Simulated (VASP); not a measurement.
The system is GaB2As3.

```
B Ga As
1.0
     3.48998    0.00000    0.00000
    -1.74499    3.02241    0.00000
     0.00000    0.00000    8.54867
B Ga As
2 1 3
Direct
  0.00000 0.00000 0.00000
  0.66667 0.33333 0.66667
  0.33333 0.66667 0.33333
  0.66667 0.33333 0.91667
  0.33333 0.66667 0.58333
  0.00000 0.00000 0.25000
```

| Property | Result |
| --- | --- |
| Program | VASP 6.6.1 |
| Task | relaxation of cell and atoms |
| Functional | PBE |
| Potentials or basis | VASP PAW PBE potentials, release 64 (B, Ga_d, As) |
| Cutoff | 600 eV |
| k mesh | 12 × 12 × 4 |
| Occupations | fermi-dirac, width 0.02 eV |
| Spin | no spin polarisation |

At the start: pressure 20.7 GPa; volume 15.03 Å³/atom.

How do energy, volume and symmetry change on relaxing?

Over 15 steps the energy falls by 299.3 meV/atom and the volume is 16.97 Å³/atom (+12.9 %); space group P3m1 (No. 156, to 0.1 Å) before and after.

Step by step:
```
step  energy change (eV)  largest force (eV/Å)  pressure (GPa)  volume (Å³)
   1              0.0000                5.0171           20.72        90.17
   2             -1.0332                1.5888           -9.87       117.98
   3             -1.5186                1.3098           -2.75       106.08
   4             -1.5192                1.3646           -2.45       105.74
   5             -1.6982                0.7985           -1.01       103.44
   6             -1.7384                0.9540            0.37       101.74
   7             -1.7847                0.3173            0.93       100.78
   8             -1.7931                0.1420            0.68       101.06
   9             -1.7952                0.0188           -0.32       102.13
  10             -1.7954                0.0483           -0.08       101.86
  11             -1.7955                0.0175            0.03       101.78
  12             -1.7955                0.0117           -0.01       101.79
  13             -1.7955                0.0168            0.01       101.79
  14             -1.7956                0.0051           -0.01       101.80
  15             -1.7956                0.0040            0.00       101.80
```

Final structure:
```xyz
6
Lattice="3.6108 0.0000 0.0000 -1.8054 3.1270 0.0000 0.0000 0.0000 9.0161" Properties=species:S:1:pos:R:3 pbc="T T T"
B     0.0000    0.0000    8.9064
B     1.8054    1.0423    6.1577
Ga    0.0000    2.0847    3.0326
As    1.8054    1.0423    8.2468
As    0.0000    2.0847    5.4959
As    0.0000    0.0000    1.9710
```
